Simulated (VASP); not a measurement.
Write the native input for VASP 6.6.1 that does the following.

```yaml
Task: single point
Functional: HSE06
Potentials_or_basis: VASP PAW PBE potentials, release 64 (Hf_pv, O)
Cutoff: 520 eV
k_mesh: 4 × 4 × 4
Occupations: fermi-dirac, width 0.001 eV
Spin: no spin polarisation
Dipole_correction: no
Grid_for_exact_exchange_PRECFOCK: Normal
Further_INCAR_settings: ALGO = Normal; EDIFF = 1e-06; NBANDS = 18
Screening_parameter: 0.2079 1/Å
```

HfO2:

```
Hf O
1.0
     0.00000    2.52918    2.52918
     2.52918    0.00000    2.52918
     2.52918    2.52918    0.00000
Hf O
1 2
Direct
  0.00000 0.00000 0.00000
  0.25000 0.25000 0.25000
  0.75000 0.75000 0.75000
```

The input as run:

POSCAR

```
HfO2
1.0
    0.0000000000      2.5291823181      2.5291823181
    2.5291823181      0.0000000000      2.5291823181
    2.5291823181      2.5291823181      0.0000000000
Hf O
1 2
Direct
    0.0000000000      0.0000000000      0.0000000000
    0.2500000000      0.2500000000      0.2500000000
    0.7500000000      0.7500000000      0.7500000000
```

INCAR.step1

```
  PREC = Accurate
  ENCUT = 520
  EDIFF = 1E-5
  ISMEAR = -1
  SIGMA = 0.001
  LREAL = False
  LASPH = True
  NELM = 100
  ALGO = Normal
  ISIF = 2
  LWAVE = True
  LCHARG = False
  GGA = PE
  NBANDS = 18
```

INCAR.step2

```
  PREC = Accurate
  ENCUT = 520
  EDIFF = 1E-6
  ISMEAR = -1
  SIGMA = 0.001
  LREAL = False
  LASPH = True
  NELM = 100
  ALGO = Normal
  ISIF = 2
  LWAVE = False
  LCHARG = False
  GGA = PE
  LHFCALC = True
  HFSCREEN = 0.2079
  PRECFOCK = Normal
  ISTART = 1
  NBANDS = 18
```

KPOINTS

```
regular mesh
0
Gamma
  4 4 4
```

Potentials or basis: VASP PAW PBE potentials, release 64 (Hf_pv, O).

Launch:

```bash
$ cat potpaw_PBE.64/Hf_pv/POTCAR potpaw_PBE.64/O/POTCAR > POTCAR
$ cp INCAR.step1 INCAR
$ mpirun -np 1 vasp_std > vasp.out
$ cp INCAR.step2 INCAR
$ mpirun -np 1 vasp_std > vasp.out
```

Results of the run:

```
Pressure               : -5.3 GPa
Band gap on the k mesh : 5.36 eV, direct
```

Caveat: the k points lie up to 0.54 Å⁻¹ apart; the PAW data sets were made with another functional, which shifts forces and pressure a little; spin-orbit coupling is left out, which moves the levels of the heavy elements.

It took 5.4 min on 1 thread of Intel Xeon 6975P-C, on a shared host, peak memory 0.26 GiB.
